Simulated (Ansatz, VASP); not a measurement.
# CdPC2O6 in VASP and in Ansatz

The input INCAR:

```
ALGO = Normal ; EDIFF = 1E-6
ENCUT = 520 ; GGA = PE
ISIF = 2 ; ISMEAR = -5
LASPH = True ; LCHARG = True
LELF = True ; LREAL = False
LVHAR = True ; LWAVE = False
NBANDS = 42 ; NELM = 100
PREC = Accurate ; SIGMA = 0.1
```

The input KPOINTS:

```
k-points
0
Gamma
  5 5 5
```

File POSCAR:

```
CdPC2O6
1.0
    2.3943720000      4.1471700000      0.0000000000
   -2.3943720000      4.1471700000      0.0000000000
    0.0000000000     -2.7647800000      5.2264870000
Cd P C O
1 1 2 6
Direct
    0.0000000000      0.0000000000      0.0000000000
    0.5000000000      0.5000000000      0.5000000000
    0.2435000000      0.2435000000      0.7305000000
    0.7565000000      0.7565000000      0.2695000000
    0.7618000000      0.7662000000      0.8367000000
    0.3087000000      0.7618000000      0.8367000000
    0.7662000000      0.3087000000      0.8367000000
    0.2382000000      0.2338000000      0.1633000000
    0.6913000000      0.2382000000      0.1633000000
    0.2338000000      0.6913000000      0.1633000000
```

Input for Ansatz:

```yaml
crystal:
  lattice:
    - [2.394372, 4.14717, 0.0]
    - [-2.394372, 4.14717, 0.0]
    - [0.0, -2.76478, 5.226487]
  atoms:
    - { symbol: Cd, position: [0.0, 0.0, 0.0] }
    - { symbol: P, position: [0.5, 0.5, 0.5] }
    - { symbol: C, position: [0.2435, 0.2435, 0.7305] }
    - { symbol: C, position: [0.7565, 0.7565, 0.2695] }
    - { symbol: O, position: [0.7618, 0.7662, 0.8367] }
    - { symbol: O, position: [0.3087, 0.7618, 0.8367] }
    - { symbol: O, position: [0.7662, 0.3087, 0.8367] }
    - { symbol: O, position: [0.2382, 0.2338, 0.1633] }
    - { symbol: O, position: [0.6913, 0.2382, 0.1633] }
    - { symbol: O, position: [0.2338, 0.6913, 0.1633] }
  symmetry: { tolerance: 0.0003 }
kpoints:
  mp_grid: { grid: [5, 5, 5], shift: [0, 0, 0] }
magnetization:
  spin_polarized: false
scf:
  occupations: { method: tetrahedron }
hamiltonian:
  pseudopotentials: { kind: paw }
  xc: pbe
basis:
  ecutwfc: 420
output:
  forces: true
  stress: true
  eigenvalues: true
```

Alike in both runs: task single point; functional PBE; k mesh 5 × 5 × 5; occupations tetrahedron; no spin polarisation.

```csv
,VASP,Ansatz
version,VASP 6.6.1,Ansatz 0.2.0
potentials or method,"VASP PAW PBE potentials, release 64 (Cd, P, C, O), cutoff 520 eV",PAW plane waves
valence electrons in the cell,61,69
```

```csv
,VASP,Ansatz,Ansatz less VASP
gap on the k mesh at the Fermi level (eV),none,none,-
rms of the force components (eV/Å),4.758,4.124,-0.6338
```

Atom by atom the forces differ by 0.656 eV/Å (rms over components). A gap of «none» marks a metal or a gap that the smearing closes. VASP's potentials hold 61 valence electrons a cell and Ansatz's 69, so a difference there can come from the potentials and not from the codes. Ansatz's warnings: band table not solved further, structure snapped to symmetry, tetrahedron derivatives may miss energy slope.
